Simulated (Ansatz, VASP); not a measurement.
**One calculation of WAu, two programs**

```xyz
2
Lattice="0.0000 2.9092 2.9092 2.9092 0.0000 2.9092 2.9092 2.9092 0.0000" Properties=species:S:1:pos:R:3 pbc="T T T"
W     0.0000    0.0000    0.0000
Au    4.3638    4.3638    4.3638
```

Alike in both runs: task single point; functional r2SCAN0; k mesh 4 × 4 × 4; occupations fermi-dirac, width 0.05 eV; no spin polarisation.

|  | VASP | Ansatz |
| --- | --- | --- |
| version | VASP 6.6.1 | Ansatz 0.2.0 |
| potentials or method | VASP PAW PBE potentials, release 64 (W_sv, Au) | Ansatz PAW |
| plane-wave cutoff (eV) | 520 | 500 |
| valence electrons in the cell | 25 | 33 |

Ansatz gave:

| Item | Value |
| --- | --- |
| gap on the k mesh at the Fermi level (eV) | none |
| pressure (GPa) | -5.8 |

Estimate VASP's values.

gap on the k mesh at the Fermi level (eV): none; pressure (GPa): -5.6.

VASP's potentials were made for PBE, not for r2SCAN0. A gap of «none» marks a metal or a gap that the smearing closes. With one functional, cell and mesh, what is left measures potentials, basis and numerics. VASP's potentials hold 25 valence electrons a cell and Ansatz's 33, so a difference there can come from the potentials and not from the codes.

The k mesh is coarse, so the values compare programs but aren't converged. Neither program's run includes spin-orbit coupling.
